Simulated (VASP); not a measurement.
Here is a VASP 6.6.1 calculation.

INCAR

```
PREC = Accurate
ENCUT = 520
EDIFF = 1E-6
ISMEAR = -1
SIGMA = 0.05
LREAL = F
LASPH = T
NELM = 80
ALGO = Normal
ISIF = 2
LWAVE = F
LCHARG = F
GGA = PE
NBANDS = 11
```

KPOINTS

```
regular mesh
0
Gamma
  7 7 7
```

Contents of POSCAR:

```
BAs
1.0
    0.0000000000      2.3885000000      2.3885000000
    2.3885000000      0.0000000000      2.3885000000
    2.3885000000      2.3885000000      0.0000000000
As B
1 1
Direct
    0.7500000000      0.7500000000      0.7500000000
    0.0000000000      0.0000000000      0.0000000000
```

Potentials or basis: VASP PAW PBE potentials, release 64 (As, B).

Run with:

```bash
$ cat potpaw_PBE.64/As/POTCAR potpaw_PBE.64/B/POTCAR > POTCAR
$ mpirun -np 1 vasp_std > vasp.out
```

Estimate the band gap on the k mesh.

1.20 eV, indirect (least direct gap 3.28 eV).

Predict the pressure.

3.4 GPa.

A k mesh can miss the band edges. As with any semilocal functional, this PBE gap is likely too small.
